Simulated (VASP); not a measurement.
# Be6N (Pm-3m) in VASP: a series of runs, part 2 of 2

VASP 6.6.1. The steps go on from the part before.

## 4. Relaxation of cell and atoms, PBE

INCAR reads:

```
PREC = Accurate
ENCUT = 600
EDIFF = 1E-7
ISMEAR = 0
SIGMA = 0.1
LREAL = False
LASPH = True
NELM = 80
ALGO = Normal
ISIF = 3
LWAVE = False
LCHARG = False
GGA = PE
IBRION = 2
NSW = 90
EDIFFG = -0.04
```

KPOINTS reads:

```
regular mesh
0
Gamma
  4 4 4
```

POSCAR reads:

```
Be6N
1.0
    3.8257329400      0.0000000000      0.0000000000
    0.0000000000      3.8257329400      0.0000000000
    0.0000000000      0.0000000000      3.8257329400
Be N
6 1
Direct
    0.5000000000      0.0000000000      0.0000000000
    0.0000000000      0.5000000000      0.0000000000
    0.0000000000      0.0000000000      0.5000000000
    0.0000000000      0.5000000000      0.5000000000
    0.5000000000      0.0000000000      0.5000000000
    0.5000000000      0.5000000000      0.0000000000
    0.5000000000      0.5000000000      0.5000000000
```

The run is started by

```sh
$ cat potpaw_PBE.64/Be/POTCAR potpaw_PBE.64/N/POTCAR > POTCAR
$ mpirun -np 1 vasp_std > vasp.out
```

Run time: 13 s. Hardware: 1 thread of Intel Xeon 6975P-C (Granite Rapids), shared host; peak memory 0.17 GiB.

The run converged. Its results:

- Free energy: -22.3772 eV
- Relaxed volume: 10.08 Å³/atom
- Relaxed cell: a = 4.132 Å, b = 4.132 Å, c = 4.132 Å, α = 90.00°, β = 90.00°, γ = 90.00°
- Space group after relaxing (to 0.1 Å): Pm-3m (No. 221)
- Energy gained by relaxing: 138.1 meV/atom
- Ionic steps: 3
- Pressure after relaxing: -0.4 GPa
- Band gap on the k mesh: zero (an odd number of electrons rules out a gap without spin polarisation)

The path:
| step | energy change (eV) | largest force (eV/Å) | pressure (GPa) | volume (Å³) |
| --- | --- | --- | --- | --- |
| 1 | 0.0000 | 0.0000 | 25.55 | 55.99 |
| 2 | -0.9305 | 0.0000 | 3.90 | 66.98 |
| 3 | -0.9669 | 0.0000 | -0.45 | 70.53 |

Final structure:
```yaml
crystal:
  lattice:
    - [4.13173, 0.00000, 0.00000]
    - [0.00000, 4.13173, 0.00000]
    - [0.00000, 0.00000, 4.13173]
  atoms:
    - { symbol: Be, position: [0.50000, 0.00000, 0.00000] }
    - { symbol: Be, position: [0.00000, 0.50000, 0.00000] }
    - { symbol: Be, position: [0.00000, 0.00000, 0.50000] }
    - { symbol: Be, position: [0.00000, 0.50000, 0.50000] }
    - { symbol: Be, position: [0.50000, 0.00000, 0.50000] }
    - { symbol: Be, position: [0.50000, 0.50000, 0.00000] }
    - { symbol: N, position: [0.50000, 0.50000, 0.50000] }
```

Levels at points of the mesh, in eV from the Fermi level:
| k point | band 5 | band 6 | band 7 | band 8 | band 9 | band 10 | band 11 | band 12 |
| --- | --- | --- | --- | --- | --- | --- | --- | --- |
| (0.00, 0.00, 0.00) | -5.31 | -0.82 | -0.82 | 0.08 | 0.08 | 0.08 | 1.10 | 1.10 |
| (0.50, 0.00, 0.00) | -4.53 | -1.51 | -1.51 | -1.22 | -0.10 | 0.06 | 1.02 | 1.02 |
| (0.50, 0.50, 0.00) | -3.87 | -2.56 | -0.67 | -0.67 | -0.18 | -0.18 | 2.63 | 2.74 |
| (0.50, 0.50, 0.50) | -3.95 | -3.95 | -3.95 | -2.36 | 1.49 | 1.49 | 1.49 | 4.88 |

Caveat: the k points lie up to 0.38 Å⁻¹ apart in the final cell, too coarse for converged energies and pressures of a metal; the volume moved by over 15 % at a fixed basis, so the end points are rough.

## 5. Single point, PBE

This run uses another cell than the first one, of 10.01 Å³/atom.

INCAR reads:

```
  PREC = Accurate
  ENCUT = 520
  EDIFF = 1E-7
  ISMEAR = 0
  SIGMA = 0.1
  LREAL = F
  LASPH = T
  NELM = 60
  ALGO = Normal
  ISIF = 2
  LWAVE = F
  LCHARG = F
  GGA = PE
  NBANDS = 18
```

KPOINTS reads:

```
regular mesh
0
Gamma
  10 10 10
```

Changes to POSCAR since step 4:

```diff
@@ -2,5 +2,5 @@
 1.0
-    3.8257329400      0.0000000000      0.0000000000
-    0.0000000000      3.8257329400      0.0000000000
-    0.0000000000      0.0000000000      3.8257329400
+    4.1226506622      0.0000000000      0.0000000000
+    0.0000000000      4.1226506622      0.0000000000
+    0.0000000000      0.0000000000      4.1226506622
 Be N
```

The run is started by

```sh
$ cat potpaw_PBE.64/Be/POTCAR potpaw_PBE.64/N/POTCAR > POTCAR
$ mpirun -np 1 vasp_std > vasp.out
```

Run time: 24 s. Hardware: 1 thread of Intel Xeon 6975P-C (Granite Rapids), shared host; peak memory 0.2 GiB.

It converged, with:

```yaml
Free_energy: -22.4597 eV
Pressure: 0.1 GPa
Band_gap_on_the_k_mesh: zero (an odd number of electrons rules out a gap without spin polarisation)
```

Levels at points of the mesh, in eV from the Fermi level:
```
           k point  band 5  band 6  band 7  band 8  band 9  band 10  band 11  band 12  band 13  band 14
(0.00, 0.00, 0.00)   -5.41   -0.83   -0.83    0.00    0.00     0.00     1.08     1.08     1.08     6.28
(0.50, 0.00, 0.00)   -4.65   -1.56   -1.56   -1.34   -0.11     0.05     0.97     0.97     4.01     4.43
(0.50, 0.50, 0.00)   -4.00   -2.60   -0.71   -0.71   -0.27    -0.27     2.60     2.69     2.99     2.99
(0.50, 0.50, 0.50)   -3.99   -3.99   -3.99   -2.43    1.40     1.40     1.40     4.86     7.15     7.15
```

## 6. Relaxation of cell and atoms, PBE

This run uses another cell than the first one, of 10.01 Å³/atom.

INCAR reads:

```
ALGO = Normal
EDIFF = 1E-6
EDIFFG = -0.01
ENCUT = 600
GGA = PE
IBRION = 2
ISIF = 3
ISMEAR = 0
LASPH = T
LCHARG = F
LREAL = F
LWAVE = F
NELM = 80
NSW = 100
PREC = Accurate
SIGMA = 0.1
```

KPOINTS reads:

```
k-points
0
Gamma
  10 10 10
```

Changes to POSCAR since step 5:

```diff
@@ -2,5 +2,5 @@
 1.0
-    4.1226506622      0.0000000000      0.0000000000
-    0.0000000000      4.1226506622      0.0000000000
-    0.0000000000      0.0000000000      4.1226506622
+    4.1220308742      0.0000000000      0.0000000000
+    0.0000000000      4.1220308742      0.0000000000
+    0.0000000000      0.0000000000      4.1220308742
 Be N
```

Potentials or basis: VASP PAW PBE potentials, release 64 (Be, N).

The run is started by

```sh
$ cat potpaw_PBE.64/Be/POTCAR potpaw_PBE.64/N/POTCAR > POTCAR
$ mpirun -np 1 vasp_std > vasp.out
```

OUTCAR:

```text
EDIFF = 1E-6
   EDIFFG = -0.01
   ENCUT = 600
   GGA = PE
   IBRION = 2
   ISIF = 3
   ISMEAR = 0
   LASPH = T
   LREAL = F
   NELM = 80
   NSW = 100
   PREC = Accurate

 ion  position               nearest neighbor table
   1  0.500  0.000  0.000-   5 2.06   6 2.06   5 2.06   6 2.06
   2  0.000  0.500  0.000-   4 2.06   6 2.06   4 2.06   6 2.06
   3  0.000  0.000  0.500-   4 2.06   5 2.06   4 2.06   5 2.06
   4  0.000  0.500  0.500-   2 2.06   3 2.06   7 2.06   2 2.06   3 2.06   7 2.06
   5  0.500  0.000  0.500-   1 2.06   3 2.06   7 2.06   1 2.06   7 2.06   3 2.06
   6  0.500  0.500  0.000-   1 2.06   2 2.06   7 2.06   7 2.06   1 2.06   2 2.06
   7  0.500  0.500  0.500-   4 2.06   5 2.06   6 2.06   6 2.06   5 2.06   4 2.06

  LATTYP: Found a simple cubic cell.
 ALAT       =     4.1220308742

  Lattice vectors:

 A1 = (   4.1220308742,   0.0000000000,   0.0000000000)
 A2 = (   0.0000000000,   4.1220308742,   0.0000000000)
 A3 = (   0.0000000000,   0.0000000000,   4.1220308742)

Analysis of symmetry for initial positions (statically):
=====================================================================
 Subroutine PRICEL returns:
 Original cell was already a primitive cell.

[... 539 lines left out ...]
      5       0.6204      2.00000
      6       2.6589      2.00000
      7       3.0327      2.00000
      8       4.1105      2.00000
      9       4.3653      1.91666
     10       4.7821      0.00003
     11       5.3302      0.00000
     12       5.8653      0.00000

 [... further k-points ...]

------------------------ aborting loop because EDIFF is reached ----------------------------------------

  FORCE on cell =-STRESS in cart. coord.  units (eV):
  Direction    XX          YY          ZZ          XY          YZ          ZX
  --------------------------------------------------------------------------------------
  -------------------------------------------------------------------------------------
  Total        0.0401506      0.0401506      0.0401506     -0.0000000     -0.0000000     -0.0000000
  in kB        0.9184787      0.9184787      0.9184787     -0.0000000     -0.0000000     -0.0000000
  external PRESSURE =       0.9184787 kB  Pullay stress =       0.0000000 kB

 VOLUME and BASIS-vectors are now :
 -----------------------------------------------------------------------------
  energy-cutoff  :      600.00
  volume of cell :       70.04
      direct lattice vectors                 reciprocal lattice vectors
     4.122030874  0.000000000  0.000000000     0.242598862  0.000000000  0.000000000
     0.000000000  4.122030874  0.000000000     0.000000000  0.242598862  0.000000000
     0.000000000  0.000000000  4.122030874     0.000000000  0.000000000  0.242598862

 POSITION                                       TOTAL-FORCE (eV/Angst)
 -----------------------------------------------------------------------------------
      2.06102      0.00000      0.00000         0.000000      0.000000      0.000000
      0.00000      2.06102      0.00000         0.000000      0.000000      0.000000
      0.00000      0.00000      2.06102         0.000000      0.000000      0.000000
      0.00000      2.06102      2.06102         0.000000      0.000000      0.000000
      2.06102      0.00000      2.06102         0.000000      0.000000      0.000000
      2.06102      2.06102      0.00000         0.000000      0.000000      0.000000
      2.06102      2.06102      2.06102         0.000000      0.000000      0.000000
 -----------------------------------------------------------------------------------
    total drift:                                0.000000      0.000000      0.000000

  FREE ENERGIE OF THE ION-ELECTRON SYSTEM (eV)
  ---------------------------------------------------
  free  energy   TOTEN  =       -22.4613582764 eV

  energy  without entropy=      -22.4440733153  energy(sigma->0) =      -22.45271580

 reached required accuracy - stopping structural energy minimisation
```

OSZICAR:

```text
N       E                     dE             d eps       ncg     rms          rms(c)
DAV:   1     0.449090820023E+02    0.44909E+02   -0.74145E+03  1344   0.131E+03
DAV:   2    -0.166179724489E+02   -0.61527E+02   -0.57010E+02  1820   0.216E+02
DAV:   3    -0.227741199175E+02   -0.61561E+01   -0.58071E+01  1836   0.647E+01
DAV:   4    -0.229911240474E+02   -0.21700E+00   -0.21125E+00  1676   0.126E+01
DAV:   5    -0.229977523261E+02   -0.66283E-02   -0.65750E-02  1920   0.184E+00    0.432E+00
DAV:   6    -0.227509999980E+02    0.24675E+00   -0.38345E+00  1808   0.164E+01    0.386E+00
DAV:   7    -0.224842805564E+02    0.26672E+00   -0.90558E-01  1832   0.791E+00    0.126E+00
DAV:   8    -0.224641640499E+02    0.20117E-01   -0.18486E-01  1496   0.374E+00    0.408E-01
DAV:   9    -0.224615549439E+02    0.26091E-02   -0.91951E-03  1812   0.892E-01    0.142E-01
DAV:  10    -0.224613808643E+02    0.17408E-03   -0.32180E-03  1520   0.452E-01    0.412E-02
DAV:  11    -0.224613579174E+02    0.22947E-04   -0.10783E-04  1744   0.880E-02    0.114E-02
DAV:  12    -0.224613582389E+02   -0.32148E-06   -0.14277E-05  1744   0.314E-02    0.329E-03
DAV:  13    -0.224613582764E+02   -0.37581E-07   -0.63167E-07  1032   0.819E-03
   1 F= -.22461358E+02 E0= -.22452716E+02  d E =-.224614E+02
```

CONTCAR:

```text
Be6N
   1.00000000000000
     4.1220308742000000    0.0000000000000000    0.0000000000000000
     0.0000000000000000    4.1220308742000000    0.0000000000000000
     0.0000000000000000    0.0000000000000000    4.1220308742000000
  Be              N
     6     1
Direct
     0.5000000000000000    0.0000000000000000    0.0000000000000000
     0.0000000000000000    0.5000000000000000    0.0000000000000000
     0.0000000000000000    0.0000000000000000    0.5000000000000000
     0.0000000000000000    0.5000000000000000    0.5000000000000000
     0.5000000000000000    0.0000000000000000    0.5000000000000000
     0.5000000000000000    0.5000000000000000    0.0000000000000000
     0.5000000000000000    0.5000000000000000    0.5000000000000000

  0.00000000E+00  0.00000000E+00  0.00000000E+00
  0.00000000E+00  0.00000000E+00  0.00000000E+00
  0.00000000E+00  0.00000000E+00  0.00000000E+00
  0.00000000E+00  0.00000000E+00  0.00000000E+00
  0.00000000E+00  0.00000000E+00  0.00000000E+00
  0.00000000E+00  0.00000000E+00  0.00000000E+00
  0.00000000E+00  0.00000000E+00  0.00000000E+00
```

Wall time 24 s (1 thread of Intel Xeon 6975P-C (Granite Rapids), shared host); peak memory 0.22 GiB.

What came out:

```yaml
Free_energy: -22.4614 eV
Pressure_after_relaxing: 0.1 GPa
Band_gap_on_the_k_mesh: zero (an odd number of electrons rules out a gap without spin polarisation)
```

Final structure:
```cif
data_structure
_symmetry_space_group_name_H-M 'P 1'
_symmetry_Int_Tables_number 1
_cell_length_a 4.1220
_cell_length_b 4.1220
_cell_length_c 4.1220
_cell_angle_alpha 90.000
_cell_angle_beta 90.000
_cell_angle_gamma 90.000
_cell_volume 70.04
loop_
_atom_site_label
_atom_site_type_symbol
_atom_site_fract_x
_atom_site_fract_y
_atom_site_fract_z
_atom_site_occupancy
Be1 Be 0.50000 0.00000 0.00000 1
Be2 Be 0.00000 0.50000 0.00000 1
Be3 Be 0.00000 0.00000 0.50000 1
Be4 Be 0.00000 0.50000 0.50000 1
Be5 Be 0.50000 0.00000 0.50000 1
Be6 Be 0.50000 0.50000 0.00000 1
N1 N 0.50000 0.50000 0.50000 1
```

Caveat: the relaxation stopped at its first step, so nothing moved.

## 7. Summary

| task | cell | k mesh | cutoff (eV) | gap on the mesh (eV) | pressure (GPa) |
| --- | --- | --- | --- | --- | --- |
| single point | a = 3.826 Å, 7 atoms | 4 × 4 × 4 | 520 | none | 25.6 |
| single point | a = 4.122 Å, 7 atoms | 4 × 4 × 4 | 520 | none | 0.1 |
| relaxation of cell and atoms | relaxed from a = 3.826 Å, 7 atoms | 4 × 4 × 4 | 600 | none | -0.4 |
| single point | a = 4.123 Å, 7 atoms | 10 × 10 × 10 | 520 | none | 0.1 |
| relaxation of cell and atoms | relaxed from a = 4.122 Å, 7 atoms | 10 × 10 × 10 | 600 | none | 0.1 |

Alike in all rows: level PBE; potentials or basis VASP PAW PBE potentials, release 64 (Be, N); no spin polarisation; smearing gaussian 0.1 eV.

Caveats: some runs use coarse meshes; the volume moved by over 15 % at a fixed basis, so the end points are rough (at least some runs); the relaxation stopped at its first step, so nothing moved (at least some runs).

Total energies depend on the potentials used, so only differences within one code and one set of settings carry meaning.
